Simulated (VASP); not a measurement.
# Sr (P-1) in VASP: single point with PBEsol

Aim: the single point of Sr with PBEsol.

All numbers are computed with VASP 6.6.1; they aren't measurements. Logs are shortened: lines on timing, memory, paths and dates and some standing lists are left out, and cuts for length are marked.

## Step 1: The cell of the first run

The typed cell holds 2 atoms: a = 4.310 Å, b = 4.310 Å, c = 7.050 Å, α = 90.00°, β = 90.00°, γ = 120.00°.

## Step 2: Single point, PBEsol (atom 1 (Sr) moved by (-0.150, -0.150) A along [1 1 0] and z)

The input, INCAR:

```
  PREC = Accurate
  ENCUT = 520
  EDIFF = 1E-7
  ISMEAR = 0
  SIGMA = 0.15
  LREAL = F
  LASPH = T
  NELM = 80
  ALGO = Fast
  ISIF = 2
  LWAVE = F
  LCHARG = T
  GGA = PS
  LELF = T
  LVHAR = T
  NBANDS = 17
```

The input, KPOINTS:

```
regular mesh
0
Gamma
  12 12 8
```

The input, POSCAR:

```
Sr
1.0
    4.3100002207      0.0000000000      0.0000000000
   -2.1550001104      3.7325696814      0.0000000000
    0.0000000000      0.0000000000      7.0500000000
Sr
2
Direct
    0.2945158734      0.6382503138      0.2287234043
    0.6666666667      0.3333333333      0.7500000000
```

Potentials or basis: VASP PAW PBE potentials, release 64 (Sr_sv).

The run is started by

```bash
> cat potpaw_PBE.64/Sr_sv/POTCAR > POTCAR
> mpirun -np 1 vasp_std > vasp.out
```

OUTCAR:

```text
PREC = Accurate
   ENCUT = 520
   EDIFF = 1E-7
   ISMEAR = 0
   LREAL = F
   LASPH = T
   NELM = 80
   ISIF = 2
   GGA = PS

 ion  position               nearest neighbor table
   1  0.295  0.638  0.229-   2 4.11   2 4.22   2 4.26   2 4.36   2 4.46   2 4.50
   2  0.667  0.333  0.750-   1 4.11   1 4.22   1 4.26   1 4.36   1 4.46   1 4.50

  LATTYP: Found a hexagonal cell.
 ALAT       =     4.3100002207
 C/A-ratio  =     1.6357307747

  Lattice vectors:

 A1 = (   4.3100002207,   0.0000000000,   0.0000000000)
 A2 = (  -2.1550001104,   3.7325696814,   0.0000000000)
 A3 = (   0.0000000000,   0.0000000000,   7.0500000000)

Analysis of symmetry for initial positions (statically):
=====================================================================
 Subroutine PRICEL returns:
 Original cell was already a primitive cell.

 Routine SETGRP: Setting up the symmetry group for a
 hexagonal supercell.

 Subroutine GETGRP returns: Found  2 space group operations
 (whereof  1 operations were pure point group operations)
 out of a pool of 24 trial point group operations.

The static configuration has the point symmetry C_1 .
 The point group associated with its full space group is S_2 .

Analysis of symmetry for dynamics (positions and initial velocities):
=====================================================================
 Subroutine PRICEL returns:
 Original cell was already a primitive cell.

 Routine SETGRP: Setting up the symmetry group for a
 hexagonal supercell.

 Subroutine GETGRP returns: Found  2 space group operations
 (whereof  1 operations were pure point group operations)
 out of a pool of 24 trial point group operations.

The dynamic configuration has the point symmetry C_1 .
 The point group associated with its full space group is S_2 .

 Subroutine INISYM returns: Found  2 space group operations
 (whereof  1 operations are pure point group operations),
 and found     1 'primitive' translations

----------------------------------------------------------------------------------------

                                     Primitive cell

  volume of cell :     113.4160

  direct lattice vectors                    reciprocal lattice vectors
     4.310000221  0.000000000  0.000000000     0.232018550  0.133955972  0.000000000
    -2.155000110  3.732569681  0.000000000     0.000000000  0.267911944  0.000000000
     0.000000000  0.000000000  7.050000000     0.000000000  0.000000000  0.141843972

  length of vectors
     4.310000221  4.310000221  7.050000000     0.267911944  0.267911944  0.141843972

  position of ions in fractional coordinates (direct lattice)
     0.294515873  0.638250314  0.228723404
     0.666666667  0.333333333  0.750000000

  ion indices of the primitive-cell ions
   primitive index   ion index
                 1           1
                 2           2

----------------------------------------------------------------------------------------

 KPOINTS: regular mesh

Automatic generation of k-mesh.
 Grid dimensions read from file:
 generate k-points for:   12   12    8

 Generating k-lattice:

  Cartesian coordinates                     Fractional coordinates (reciprocal lattice)
     0.019334879  0.011162998  0.000000000     0.083333333  0.000000000  0.000000000
     0.000000000  0.022325995  0.000000000     0.000000000  0.083333333  0.000000000
     0.000000000  0.000000000  0.017730496     0.000000000  0.000000000  0.125000000

  Length of vectors
     0.022325995  0.022325995  0.017730496

  Shift w.r.t. Gamma in fractional coordinates (k-lattice)
     0.000000000  0.000000000  0.000000000

 Subroutine IBZKPT returns following result:
 ===========================================

 Found    580 irreducible k-points:

 Following reciprocal coordinates:
            Coordinates               Weight
  0.000000  0.000000  0.000000      1.000000
  0.083333  0.000000  0.000000      2.000000
  0.000000  0.083333  0.000000      2.000000
 -0.083333  0.083333  0.000000      2.000000
  0.166667 -0.000000  0.000000      2.000000
  0.000000  0.166667  0.000000      2.000000
[... 16 lines left out ...]
  0.166667  0.083333  0.000000      2.000000
 -0.083333  0.250000  0.000000      2.000000
 [... further k-points ...]
   k-points           NKPTS =    580   k-points in BZ     NKDIM =    580   number of bands    NBANDS=     17
   number of dos      NEDOS =    301   number of ions     NIONS =      2
   total plane-waves  NPLWV =  55296
   dimension x,y,z NGX =    32 NGY =   32 NGZ =   54
   dimension x,y,z NGXF=    64 NGYF=   64 NGZF=  108
   ions per type =               2
   NGX,Y,Z   is equivalent  to a cutoff of  12.34, 12.34, 12.73 a.u.
   NGXF,Y,Z  is equivalent  to a cutoff of  24.69, 24.69, 25.47 a.u.
 SYSTEM =  unknown system
   PREC   = accura    normal or accurate (medium, high low for compatibility)
   ISTART =      0    job   : 0-new  1-cont  2-samecut
   ICHARG =      2    charge: 1-file 2-atom 10-const
   ISPIN  =      1    spin polarized calculation?
   LNONCOLLINEAR =      F non collinear calculations
   LSORBIT =      F    spin-orbit coupling
   LASPH  =      T    aspherical Exc in radial PAW
   ENCUT  =  520.0 eV  38.22 Ry    6.18 a.u.   8.01  8.01 13.11*2*pi/ulx,y,z
   NELM   =     80;   NELMIN=  2; NELMDL= -5     # of ELM steps
   EDIFF  = 0.1E-06   stopping-criterion for ELM
   LREAL  =      F    real-space projection
   EDIFFG = 0.1E-05   stopping-criterion for IOM
   NSW    =      0    number of steps for IOM
   IBRION =     -1    ionic relax: 0-MD 1-quasi-New 2-CG
   NFREE  =      0    steps in history (QN), initial steepest desc. (CG)
   ISIF   =      2    stress and relaxation
   ISYM   =      2    0-nonsym 1-usesym 2-fastsym
   POTIM  = 0.5000    time-step for ionic-motion
   TEBEG  =    0.0;   TEEND  =   0.0 temperature during run
   PSTRESS=    0.0 pullay stress
   NELECT =      20.0000    total number of electrons
   NUPDOWN=      -1.0000    fix difference up-down
   EMIN   =  10.00;   EMAX   =-10.00  energy-range for DOS
   EFERMI =   0.00;   METHOD = LEGACY
   ISMEAR =     0;   SIGMA  =   0.15  broadening in eV -4-tet -1-fermi 0-gaus
   EFERMI_NEDOS =   21; number of points for ismear=-14 and -15
   IALGO  =     68    algorithm
   IMIX   =      4    mixing-type and parameters
     AMIX     =   0.40;   BMIX     =  1.00
     AMIX_MAG =   1.60;   BMIX_MAG =  1.00
  volume/ion in A,a.u.               =      56.71       382.68
  Fermi-wavevector in a.u.,A,eV,Ry     =   0.918037  1.734838 11.466873  0.842791
  Thomas-Fermi vector in A             =   2.043073
   LORBIT       =      0    0 simple, 1 ext, 2 COOP (PROOUT), +10 PAW based schemes
   GGA     = PS    functional components
   LHFCALC =     F    Hartree Fock is set to
   AEXX    =    0.0000 exact exchange contribution
   IVDW    =     0    specifies the selected vdW correction
   LEPSILON=     F    determine dielectric tensor
   LRPA    =     F    only Hartree local field effects (RPA)
 non-spin polarized calculation
 RMM-DIIS sequential band-by-band and
 Gauss-broadening in eV      SIGMA  =   0.15
  energy-cutoff  :      520.00
  volume of cell :      113.42
 maximum number of plane-waves:      3090
   NGX = 17   NGY = 17   NGZ = 27

 number of electron      20.0000000 magnetization

 Free energy of the ion-electron system (eV)
  ---------------------------------------------------
  ext. energy  EPLUGINS =         0.00000000
  ---------------------------------------------------
  free energy    TOTEN  =        -3.64345972 eV

  energy without entropy =       -3.61602671  energy(sigma->0) =       -3.62974322

 E-fermi :   1.4084     XC(G=0):  -7.3342

 val. band max:        1.4080162679   @ k =  -0.0833   0.3333   0.0000
 cond. band min:       1.4088730272   @ k =  -0.0833   0.1667   0.0000
 fundamental gap:      0.0008567592
 Fermi energy:         1.4083922230

 k-point     1 :       0.0000    0.0000    0.0000
  band No.  band energies     occupation
      1     -35.1999      2.00000
      2     -35.1867      2.00000
      3     -17.2870      2.00000
      4     -17.1372      2.00000
      5     -17.1255      2.00000
      6     -17.1059      2.00000
[... 9 lines left out ...]
     16       4.0974      0.00000
     17       4.5193      0.00000

 k-point     2 :       0.0833    0.0000    0.0000
  band No.  band energies     occupation
      1     -35.1991      2.00000
      2     -35.1864      2.00000
      3     -17.2829      2.00000
      4     -17.1465      2.00000
      5     -17.1288      2.00000
      6     -17.1148      2.00000
[... 9 lines left out ...]
     16       4.0647      0.00000
     17       4.4706      0.00000

 k-point     3 :       0.0000    0.0833    0.0000
  band No.  band energies     occupation
      1     -35.1992      2.00000
      2     -35.1864      2.00000
      3     -17.2834      2.00000
      4     -17.1415      2.00000
      5     -17.1336      2.00000
      6     -17.1149      2.00000
[... 9 lines left out ...]
     16       4.1495      0.00000
     17       4.4120      0.00000

 k-point     4 :      -0.0833    0.0833    0.0000
  band No.  band energies     occupation
      1     -35.1992      2.00000
      2     -35.1864      2.00000
      3     -17.2832      2.00000
      4     -17.1434      2.00000
      5     -17.1318      2.00000
      6     -17.1150      2.00000
[... 9 lines left out ...]
     16       4.1443      0.00000
     17       4.3736      0.00000

 k-point     5 :       0.1667   -0.0000    0.0000
  band No.  band energies     occupation
      1     -35.1970      2.00000
      2     -35.1856      2.00000
      3     -17.2710      2.00000
      4     -17.1713      2.00000
      5     -17.1407      2.00000
      6     -17.1372      2.00000
[... 9 lines left out ...]
     16       4.1679      0.00000
     17       4.2368      0.00000

 k-point     6 :       0.0000    0.1667    0.0000
  band No.  band energies     occupation
      1     -35.1972      2.00000
      2     -35.1854      2.00000
      3     -17.2731      2.00000
      4     -17.1633      2.00000
      5     -17.1455      2.00000
      6     -17.1392      2.00000
[... 9 lines left out ...]
     16       4.0959      0.00000
     17       4.1850      0.00000

 k-point     7 :      -0.1667    0.1667    0.0000
  band No.  band energies     occupation
      1     -35.1971      2.00000
      2     -35.1855      2.00000
      3     -17.2724      2.00000
      4     -17.1662      2.00000
      5     -17.1432      2.00000
      6     -17.1389      2.00000
[... 9 lines left out ...]
     16       4.0987      0.00000
     17       4.2600      0.00000

 k-point     8 :       0.2500    0.0000    0.0000
  band No.  band energies     occupation
      1     -35.1939      2.00000
      2     -35.1846      2.00000
      3     -17.2538      2.00000
      4     -17.2046      2.00000
      5     -17.1748      2.00000
      6     -17.1481      2.00000
[... 9 lines left out ...]
     16       4.4647      0.00000
     17       4.4954      0.00000
[... 203 lines left out ...]
      1     -35.1878      2.00000
      2     -35.1826      2.00000
      3     -17.2697      2.00000
      4     -17.2462      2.00000
      5     -17.2048      2.00000
      6     -17.1726      2.00000
[... 9 lines left out ...]
     16       5.4651      0.00000
     17       6.2898      0.00000

 k-point    20 :       0.0833    0.0833    0.0000
  band No.  band energies     occupation
      1     -35.1977      2.00000
      2     -35.1858      2.00000
      3     -17.2755      2.00000
      4     -17.1595      2.00000
      5     -17.1419      2.00000
      6     -17.1275      2.00000
[... 9 lines left out ...]
     16       4.0629      0.00000
     17       4.3912      0.00000

 k-point    21 :      -0.0833    0.1667    0.0000
  band No.  band energies     occupation
      1     -35.1978      2.00000
      2     -35.1857      2.00000
      3     -17.2765      2.00000
      4     -17.1518      2.00000
      5     -17.1471      2.00000
      6     -17.1301      2.00000
[... 9 lines left out ...]
     16       4.1353      0.00000
     17       4.2153      0.00000

 k-point    22 :      -0.1667    0.0833    0.0000
  band No.  band energies     occupation
      1     -35.1977      2.00000
      2     -35.1858      2.00000
      3     -17.2751      2.00000
      4     -17.1614      2.00000
      5     -17.1410      2.00000
      6     -17.1265      2.00000
[... 9 lines left out ...]
     16       4.0424      0.00000
     17       4.4060      0.00000

 k-point    23 :       0.1667    0.0833    0.0000
  band No.  band energies     occupation
      1     -35.1952      2.00000
      2     -35.1848      2.00000
      3     -17.2611      2.00000
      4     -17.1882      2.00000
      5     -17.1660      2.00000
      6     -17.1418      2.00000
[... 9 lines left out ...]
     16       4.2728      0.00000
     17       4.3119      0.00000

 k-point    24 :      -0.0833    0.2500    0.0000
  band No.  band energies     occupation
      1     -35.1955      2.00000
      2     -35.1846      2.00000
      3     -17.2641      2.00000
      4     -17.1799      2.00000
      5     -17.1668      2.00000
      6     -17.1480      2.00000
[... 9 lines left out ...]
     16       4.2681      0.00000
     17       4.2895      0.00000

 [... further k-points ...]

------------------------ aborting loop because EDIFF is reached ----------------------------------------

  FORCE on cell =-STRESS in cart. coord.  units (eV):
  Direction    XX          YY          ZZ          XY          YZ          ZX
  --------------------------------------------------------------------------------------
  -------------------------------------------------------------------------------------
  Total       -0.5073296     -0.6829277     -0.4939375      0.0855063      0.0219895      0.0256844
  in kB       -7.1668194     -9.6474157     -6.9776355      1.2079093      0.3106361      0.3628317
  external PRESSURE =      -7.9306235 kB  Pullay stress =       0.0000000 kB

 VOLUME and BASIS-vectors are now :
 -----------------------------------------------------------------------------
  energy-cutoff  :      520.00
  volume of cell :      113.42
      direct lattice vectors                 reciprocal lattice vectors
     4.310000221  0.000000000  0.000000000     0.232018550  0.133955972  0.000000000
    -2.155000110  3.732569681  0.000000000     0.000000000  0.267911944  0.000000000
     0.000000000  0.000000000  7.050000000     0.000000000  0.000000000  0.141843972

 POSITION                                       TOTAL-FORCE (eV/Angst)
 -----------------------------------------------------------------------------------
     -0.10607      2.38231      1.61250         0.038316      0.031531      0.178489
      2.15500      1.24419      5.28750        -0.038316     -0.031531     -0.178489
 -----------------------------------------------------------------------------------
    total drift:                                0.000001      0.000001      0.000000

  FREE ENERGIE OF THE ION-ELECTRON SYSTEM (eV)
  ---------------------------------------------------
  free  energy   TOTEN  =        -3.6434597216 eV

  energy  without entropy=       -3.6160267085  energy(sigma->0) =       -3.62974322
```

Wall time 34 min (1 thread of Intel Xeon 8259CL, shared host); peak memory 0.97 GiB.

Results:

| Quantity | Value |
| --- | --- |
| Free energy | -3.6435 eV |
| Pressure | -0.8 GPa |
| Largest force | 0.185 eV/Å |
| Band gap on the k mesh | zero (bands 10 and 11 overlap by 0.30 eV) |

Forces on the atoms (eV/Å):
```
Sr   0.038  0.032  0.178
Sr  -0.038 -0.032 -0.178
```

Stress tensor (GPa, compression positive):
```
-0.72  0.12  0.04
 0.12 -0.96  0.03
 0.04  0.03 -0.70
```

Caveat: the cell differs from its parent crystal (atom 1 (Sr) moved by (-0.150, -0.150) A along [1 1 0] and z); the PAW data sets were made with another functional, which shifts forces and pressure a little.
